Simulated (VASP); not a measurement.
The system is Nb.

```xyz
1
Lattice="0.0000 2.1150 2.1150 2.1150 0.0000 2.1150 2.1150 2.1150 0.0000" Properties=species:S:1:pos:R:3 pbc="T T T"
Nb    0.0000    0.0000    0.0000
```

```yaml
Program: VASP 6.6.1
Task: relaxation of cell and atoms
Functional: RPBE
Dispersion: D3(BJ)
Potentials_or_basis: VASP PAW PBE potentials, release 64 (Nb_sv)
Cutoff: 600 eV
k_mesh: 11 × 11 × 11
Occupations: fermi-dirac, width 0.05 eV
Spin: no spin polarisation
```

At the start: pressure -42.0 GPa; volume 18.92 Å³/atom.

How do energy, volume and symmetry change on relaxing?

Over 5 steps the energy falls by 631.9 meV/atom and the volume is 14.88 Å³/atom (-21.4 %); space group Fm-3m (No. 225, to 0.05 Å).

Step by step:
```tsv
step	energy change (eV)	largest force (eV/Å)	pressure (GPa)	volume (Å³)
1	0.0000	0.0000	-42.03	18.92
2	4.2002	0.0000	366.17	8.32
3	-0.6088	0.0000	-10.77	15.55
4	-0.6295	0.0000	-3.66	15.10
5	-0.6319	0.0000	0.05	14.88
```

Final structure:
```
Nb
1.0
     0.00000    1.95226    1.95226
     1.95226    0.00000    1.95226
     1.95226    1.95226    0.00000
Nb
1
Cartesian
  0.0000 0.0000 0.0000
```

Caveat: the volume moved by over 15 % at a fixed basis, so the end points are rough; the PAW data sets were made with another functional, which shifts forces and pressure a little; the volume moved by -21 % from the deposited cell, more than functionals usually miss; pairwise dispersion overbinds metals, which lowers pressure and volume.
